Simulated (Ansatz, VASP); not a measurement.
## MgO: VASP beside Ansatz

INCAR

```
SYSTEM = MgO
ALGO = Normal
EDIFF = 1E-6
ENCUT = 520
GGA = PE
ISIF = 2
ISMEAR = 0
LASPH = .TRUE.
LCHARG = .FALSE.
LREAL = .FALSE.
LWAVE = .FALSE.
NBANDS = 16
NELM = 60
PREC = Accurate
SIGMA = 0.05
```

File KPOINTS:

```
k-points
0
G
  6 6 6
  0 0 0
```

The input POSCAR:

```
MgO
1.0
    3.4863778627      0.0000000000      0.0000000000
   -1.7431889314      3.0192917963      0.0000000000
    0.0000000000      0.0000000000      4.1153706017
Mg O
2 2
Direct
    0.6666666667      0.3333333333      0.7500000000
    0.3333333333      0.6666666667      0.2500000000
    0.6666666667      0.3333333333      0.2500000000
    0.3333333333      0.6666666667      0.7500000000
```

Input for Ansatz:

```yaml
crystal:
  lattice:
    - [3.4863778627, 0.0, 0.0]
    - [-1.7431889314, 3.0192917963, 0.0]
    - [0.0, 0.0, 4.1153706017]
  atoms:
    - { symbol: Mg, position: [0.6666666667, 0.3333333333, 0.75] }
    - { symbol: Mg, position: [0.3333333333, 0.6666666667, 0.25] }
    - { symbol: O, position: [0.6666666667, 0.3333333333, 0.25] }
    - { symbol: O, position: [0.3333333333, 0.6666666667, 0.75] }
basis:
  ecutwfc: 420
kpoints:
  mp_grid: { grid: [6, 6, 6] }
hamiltonian:
  xc: pbe
scf:
  occupations: { method: gaussian, width: 0.05 }
output:
  forces: true
  stress: true
  eigenvalues: true
```

Change from the starting cell: strain +0.000 along x and y, -0.015 along z, atoms carried along.

Alike in both runs: task single point; functional PBE; k mesh 6 × 6 × 6; occupations gaussian, width 0.05 eV; no spin polarisation.

|  | VASP | Ansatz |
| --- | --- | --- |
| version | VASP 6.6.1 | Ansatz 0.2.0 |
| potentials or method | VASP PAW PBE potentials, release 64 (Mg, O), cutoff 520 eV | scalar-relativistic, plane waves, PAW |
| valence electrons in the cell | 16 | 32 |

```tsv
	VASP	Ansatz	Ansatz less VASP
gap on the k mesh at the Fermi level (eV)	3.53	3.55	+0.017
least direct gap on the mesh (eV)	3.53	3.55	+0.017
pressure (GPa)	6.4	6.9	+0.53
traceless stress, the component that is largest in VASP (GPa)	2.89	2.98	+0.087
```

With one functional, cell and mesh, what is left measures potentials, basis and numerics. VASP's potentials hold 16 valence electrons a cell and Ansatz's 32, so a difference there can come from the potentials and not from the codes.
